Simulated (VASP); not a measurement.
# CaSe in VASP: relaxation of cell and atoms with r2SCAN

Aim: the relaxation of cell and atoms of CaSe with r2SCAN.

Everything below comes from runs of VASP 6.6.1. Logs are shortened: lines on timing, memory, paths and dates and some standing lists are left out, and cuts for length are marked.

**1. The cell of the first run**

The typed cell holds 4 atoms: a = 5.029 Å, b = 5.029 Å, c = 5.895 Å, α = 90.00°, β = 90.00°, γ = 120.00°.

**2. Relaxation of cell and atoms, r2SCAN**

Input file POSCAR:

```
CaSe
1.0
    5.0286278408      0.0000000000      0.0000000000
   -2.5143139204      4.3549194563      0.0000000000
    0.0000000000      0.0000000000      5.8954902631
Ca Se
2 2
Direct
    0.3333333333      0.6666666667     -0.0624867234
    0.6666666667      0.3333333333      0.4375132766
    0.3333333333      0.6666666667      0.4374867234
    0.6666666667      0.3333333333      0.9374867234
```

Input file INCAR.step1:

```
SYSTEM = CaSe
PREC = Accurate
ENCUT = 600
ISMEAR = -1
SIGMA = 0.02
LREAL = .False.
LASPH = .True.
NELM = 60
GGA = PE
ALGO = Normal
EDIFF = 1E-4
LWAVE = .True.
LCHARG = .False.
```

Input file INCAR.step2:

```
SYSTEM = CaSe
PREC = Accurate
ENCUT = 600
EDIFF = 1E-6
ISMEAR = -1
SIGMA = 0.02
LREAL = .False.
LASPH = .True.
NELM = 60
ALGO = Normal
ISIF = 3
LWAVE = .False.
LCHARG = .False.
METAGGA = R2SCAN
LMIXTAU = .True.
IBRION = 2
NSW = 80
EDIFFG = -0.005
ISTART = 1
```

Input file KPOINTS:

```
regular mesh
0
Gamma
  6 6 4
  0 0 0
```

Potentials or basis: VASP PAW PBE potentials, release 64 (Ca_sv, Se).

The run is started by

```
> cat potpaw_PBE.64/Ca_sv/POTCAR potpaw_PBE.64/Se/POTCAR > POTCAR
> cp INCAR.step1 INCAR
> mpirun -np 1 vasp_std > vasp.out
> cp INCAR.step2 INCAR
> mpirun -np 1 vasp_std > vasp.out
```

OUTCAR:

```text
SYSTEM = CaSe
   PREC = Accurate
   ENCUT = 600
   EDIFF = 1E-6
   ISMEAR = -1
   LREAL = .False.
   LASPH = .True.
   NELM = 60
   ISIF = 3
   METAGGA = R2SCAN
   IBRION = 2
   NSW = 80
   EDIFFG = -0.005
   ISTART = 1

 ion  position               nearest neighbor table
   1  0.333  0.667  0.938-   4 2.90   4 2.90   4 2.90   3 2.95   3 2.95
   2  0.667  0.333  0.438-   3 2.90   3 2.90   3 2.90   4 2.95   4 2.95
   3  0.333  0.667  0.437-   2 2.90   2 2.90   2 2.90   1 2.95   1 2.95
   4  0.667  0.333  0.937-   1 2.90   1 2.90   1 2.90   2 2.95   2 2.95

  LATTYP: Found a hexagonal cell.
 ALAT       =     5.0286278408
 C/A-ratio  =     1.1723854796

  Lattice vectors:

 A1 = (   5.0286278408,   0.0000000000,   0.0000000000)
 A2 = (  -2.5143139204,   4.3549194563,   0.0000000000)
 A3 = (   0.0000000000,   0.0000000000,   5.8954902631)

Analysis of symmetry for initial positions (statically):
=====================================================================
 Subroutine PRICEL returns:
 Original cell was already a primitive cell.

 Routine SETGRP: Setting up the symmetry group for a
 hexagonal supercell.

 Subroutine GETGRP returns: Found 12 space group operations
 (whereof  6 operations were pure point group operations)
 out of a pool of 24 trial point group operations.

The static configuration has the point symmetry C_3v.
 The point group associated with its full space group is C_6v.

Analysis of symmetry for dynamics (positions and initial velocities):
=====================================================================
 Subroutine PRICEL returns:
 Original cell was already a primitive cell.

 Routine SETGRP: Setting up the symmetry group for a
 hexagonal supercell.

 Subroutine GETGRP returns: Found 12 space group operations
 (whereof  6 operations were pure point group operations)
 out of a pool of 24 trial point group operations.

The dynamic configuration has the point symmetry C_3v.
 The point group associated with its full space group is C_6v.

 Subroutine INISYM returns: Found 12 space group operations
 (whereof  6 operations are pure point group operations),
 and found     1 'primitive' translations

----------------------------------------------------------------------------------------

                                     Primitive cell

  volume of cell :     129.1069

  direct lattice vectors                    reciprocal lattice vectors
     5.028627841  0.000000000  0.000000000     0.198861405  0.114812686  0.000000000
    -2.514313920  4.354919456  0.000000000     0.000000000  0.229625372  0.000000000
     0.000000000  0.000000000  5.895490263     0.000000000  0.000000000  0.169621177

  length of vectors
     5.028627841  5.028627841  5.895490263     0.229625372  0.229625372  0.169621177

  position of ions in fractional coordinates (direct lattice)
     0.333333333  0.666666667  0.937513277
     0.666666667  0.333333333  0.437513277
     0.333333333  0.666666667  0.437486723
     0.666666667  0.333333333  0.937486723

  ion indices of the primitive-cell ions
   primitive index   ion index
                 1           1
                 2           2
                 3           3
                 4           4

----------------------------------------------------------------------------------------

 KPOINTS: regular mesh

Automatic generation of k-mesh.
 Grid dimensions read from file:
 generate k-points for:    6    6    4

 Generating k-lattice:

  Cartesian coordinates                     Fractional coordinates (reciprocal lattice)
     0.033143568  0.019135448  0.000000000     0.166666667  0.000000000  0.000000000
     0.000000000  0.038270895  0.000000000     0.000000000  0.166666667  0.000000000
     0.000000000  0.000000000  0.042405294     0.000000000  0.000000000  0.250000000

  Length of vectors
     0.038270895  0.038270895  0.042405294

  Shift w.r.t. Gamma in fractional coordinates (k-lattice)
     0.000000000  0.000000000  0.000000000

 Subroutine IBZKPT returns following result:
 ===========================================

 Found     21 irreducible k-points:

 Following reciprocal coordinates:
            Coordinates               Weight
  0.000000  0.000000  0.000000      1.000000
  0.166667  0.000000  0.000000      6.000000
  0.333333  0.000000  0.000000      6.000000
  0.500000  0.000000  0.000000      3.000000
  0.166667  0.166667  0.000000      6.000000
  0.333333  0.166667  0.000000     12.000000
[... 13 lines left out ...]
  0.333333  0.166667  0.500000     12.000000
  0.333333  0.333333  0.500000      2.000000
   k-points           NKPTS =     21   k-points in BZ     NKDIM =     21   number of bands    NBANDS=     20
   number of dos      NEDOS =    301   number of ions     NIONS =      4
   total plane-waves  NPLWV =  76800
   dimension x,y,z NGX =    40 NGY =   40 NGZ =   48
   dimension x,y,z NGXF=    80 NGYF=   80 NGZF=   96
   ions per type =               2   2
   NGX,Y,Z   is equivalent  to a cutoff of  13.22, 13.22, 13.54 a.u.
   NGXF,Y,Z  is equivalent  to a cutoff of  26.45, 26.45, 27.07 a.u.
 SYSTEM =  CaSe
   PREC   = accura    normal or accurate (medium, high low for compatibility)
   ISTART =      1    job   : 0-new  1-cont  2-samecut
   ICHARG =      0    charge: 1-file 2-atom 10-const
   ISPIN  =      1    spin polarized calculation?
   LNONCOLLINEAR =      F non collinear calculations
   LSORBIT =      F    spin-orbit coupling
   LASPH  =      T    aspherical Exc in radial PAW
   ENCUT  =  600.0 eV  44.10 Ry    6.64 a.u.  10.04 10.04 11.77*2*pi/ulx,y,z
   NELM   =     60;   NELMIN=  2; NELMDL=  0     # of ELM steps
   EDIFF  = 0.1E-05   stopping-criterion for ELM
   LREAL  =      F    real-space projection
   EDIFFG = -.5E-02   stopping-criterion for IOM
   NSW    =     80    number of steps for IOM
   IBRION =      2    ionic relax: 0-MD 1-quasi-New 2-CG
   NFREE  =      1    steps in history (QN), initial steepest desc. (CG)
   ISIF   =      3    stress and relaxation
   ISYM   =      2    0-nonsym 1-usesym 2-fastsym
   POTIM  = 0.5000    time-step for ionic-motion
   TEBEG  =    0.0;   TEEND  =   0.0 temperature during run
   PSTRESS=    0.0 pullay stress
   NELECT =      32.0000    total number of electrons
   NUPDOWN=      -1.0000    fix difference up-down
   EMIN   =  10.00;   EMAX   =-10.00  energy-range for DOS
   EFERMI =   0.00;   METHOD = LEGACY
   ISMEAR =    -1;   SIGMA  =   0.02  broadening in eV -4-tet -1-fermi 0-gaus
   EFERMI_NEDOS =   21; number of points for ismear=-14 and -15
   IALGO  =     38    algorithm
   IMIX   =      4    mixing-type and parameters
     AMIX     =   0.40;   BMIX     =  1.00
     AMIX_MAG =   1.60;   BMIX_MAG =  1.00
  volume/ion in A,a.u.               =      32.28       217.81
  Fermi-wavevector in a.u.,A,eV,Ry     =   1.028352  1.943303 14.388257  1.057507
  Thomas-Fermi vector in A             =   2.162344
   LORBIT       =      0    0 simple, 1 ext, 2 COOP (PROOUT), +10 PAW based schemes
   METAGGA = R2SCAN    functional components
   LHFCALC =     F    Hartree Fock is set to
   AEXX    =    0.0000 exact exchange contribution
   IVDW    =     0    specifies the selected vdW correction
   LEPSILON=     F    determine dielectric tensor
   LRPA    =     F    only Hartree local field effects (RPA)
 conjugate gradient relaxation of ions
 non-spin polarized calculation
  energy-cutoff  :      600.00
  volume of cell :      129.11
 maximum number of plane-waves:      4335
   NGX = 21   NGY = 21   NGZ = 23

--------------------------------------- Ionic step        1  -------------------------------------------

 number of electron      32.0000001 magnetization

 Free energy of the ion-electron system (eV)
  ---------------------------------------------------
  ext. energy  EPLUGINS =         0.00000000
  ---------------------------------------------------
  free energy    TOTEN  =       -51.36606419 eV

  energy without entropy =      -51.36606419  energy(sigma->0) =      -51.36606419

------------------------ aborting loop because EDIFF is reached ----------------------------------------

  FORCE on cell =-STRESS in cart. coord.  units (eV):
  Direction    XX          YY          ZZ          XY          YZ          ZX
  --------------------------------------------------------------------------------------
  -------------------------------------------------------------------------------------
  Total       -0.2494180     -0.2494180     -0.2169573      0.0000000      0.0000000      0.0000000
  in kB       -3.0952007     -3.0952007     -2.6923734      0.0000000      0.0000000      0.0000000
  external PRESSURE =      -2.9609249 kB  Pullay stress =       0.0000000 kB

 VOLUME and BASIS-vectors are now :
 -----------------------------------------------------------------------------
  energy-cutoff  :      600.00
  volume of cell :      129.11
      direct lattice vectors                 reciprocal lattice vectors
     5.028627841  0.000000000  0.000000000     0.198861405  0.114812686  0.000000000
    -2.514313920  4.354919456  0.000000000     0.000000000  0.229625372  0.000000000
     0.000000000  0.000000000  5.895490263     0.000000000  0.000000000  0.169621177
[... 115 lines left out ...]
 POSITION                                       TOTAL-FORCE (eV/Angst)
 -----------------------------------------------------------------------------------
     -0.00000      2.89584      5.51477        -0.000000      0.000000     -0.000393
      2.50787      1.44792      2.57359        -0.000000      0.000000     -0.000393
     -0.00000      2.89584      2.57347         0.000000      0.000000      0.000393
      2.50787      1.44792      5.51465         0.000000      0.000000      0.000393
 -----------------------------------------------------------------------------------
    total drift:                               -0.000000      0.000000     -0.000021

  FREE ENERGIE OF THE ION-ELECTRON SYSTEM (eV)
  ---------------------------------------------------
  free  energy   TOTEN  =       -51.3669700636 eV

  energy  without entropy=      -51.3669700636  energy(sigma->0) =      -51.36697006

--------------------------------------- Ionic step        5  -------------------------------------------

 number of electron      32.0000002 magnetization

 Free energy of the ion-electron system (eV)
  ---------------------------------------------------
  ext. energy  EPLUGINS =         0.00000000
  ---------------------------------------------------
  free energy    TOTEN  =       -51.36698370 eV

  energy without entropy =      -51.36698370  energy(sigma->0) =      -51.36698370

 E-fermi :   1.3764     XC(G=0):  -8.4272

 val. band max:        0.8790868073   @ k =   0.0000   0.0000   0.0000
 cond. band min:       3.7817059528   @ k =   0.3333   0.3333   0.0000
 fundamental gap:      2.9026191454
 Fermi energy:         1.3763579089

 k-point     1 :       0.0000    0.0000    0.0000
  band No.  band energies     occupation
      1     -40.5799      2.00000
      2     -40.5718      2.00000
      3     -20.7432      2.00000
      4     -20.7432      2.00000
      5     -20.7387      2.00000
      6     -20.7150      2.00000
[... 12 lines left out ...]
     19       4.9758      0.00000
     20       5.8135      0.00000
[... 480 lines left out ...]
 POSITION                                       TOTAL-FORCE (eV/Angst)
 -----------------------------------------------------------------------------------
     -0.00000      2.89519      5.51701         0.000000     -0.000000     -0.000275
      2.50731      1.44759      2.57462        -0.000000     -0.000000     -0.000275
     -0.00000      2.89519      2.57455        -0.000000      0.000000      0.000275
      2.50731      1.44759      5.51693         0.000000      0.000000      0.000275
 -----------------------------------------------------------------------------------
    total drift:                               -0.000000      0.000000     -0.000092

  FREE ENERGIE OF THE ION-ELECTRON SYSTEM (eV)
  ---------------------------------------------------
  free  energy   TOTEN  =       -51.3669837009 eV

  energy  without entropy=      -51.3669837009  energy(sigma->0) =      -51.36698370

 reached required accuracy - stopping structural energy minimisation
```

Wall time 15 min (1 thread of Intel Xeon Platinum 8488C (Sapphire Rapids), shared host); peak memory 0.33 GiB.

Results:

| Item | Value |
| --- | --- |
| Free energy | -51.3670 eV |
| Relaxed volume | 32.04 Å³/atom |
| Relaxed cell | a = 5.015 Å, b = 5.015 Å, c = 5.885 Å, α = 90.00°, β = 90.00°, γ = 120.00° |
| Space group after relaxing (to 0.1 Å) | P6_3/mmc (No. 194) |
| Energy gained by relaxing | 0.2 meV/atom |
| Ionic steps | 5 |
| Pressure after relaxing | 0.0 GPa |
| Band gap on the k mesh | 2.90 eV (least direct gap 3.03 eV) |

The path:
| step | energy change (eV) | largest force (eV/Å) | pressure (GPa) | volume (Å³) |
| --- | --- | --- | --- | --- |
| 1 | 0.0000 | 0.0005 | -0.30 | 129.11 |
| 2 | -0.0009 | 0.0004 | 0.05 | 128.00 |
| 3 | -0.0009 | 0.0004 | 0.00 | 128.14 |
| 4 | -0.0009 | 0.0004 | -0.01 | 128.16 |
| 5 | -0.0009 | 0.0003 | 0.00 | 128.15 |

Final structure:
```xyz
4
Lattice="5.0146 0.0000 0.0000 -2.5073 4.3428 0.0000 0.0000 0.0000 5.8848" Properties=species:S:1:pos:R:3 pbc="T T T"
Ca    0.0000    2.8952    5.5170
Ca    2.5073    1.4476    2.5746
Se    0.0000    2.8952    2.5745
Se    2.5073    1.4476    5.5169
```

Levels at points of the mesh, in eV from the valence-band top:
```tsv
k point	band 14	band 15	band 16	band 17	band 18	band 19
(0.00, 0.00, 0.00)	-1.06	-1.06	0.00	3.03	4.10	4.10
(0.50, 0.00, 0.00)	-1.43	-0.99	-0.51	3.55	3.70	4.16
(0.00, 0.00, 0.50)	-1.39	-1.39	-1.39	4.22	4.22	5.55
(0.50, 0.00, 0.50)	-1.23	-1.05	-1.05	4.04	4.04	5.21
```

Caveat: the structure was generated, so it needn't be the stable form of CaSe; the PAW data sets were made with another functional, which shifts forces and pressure a little.
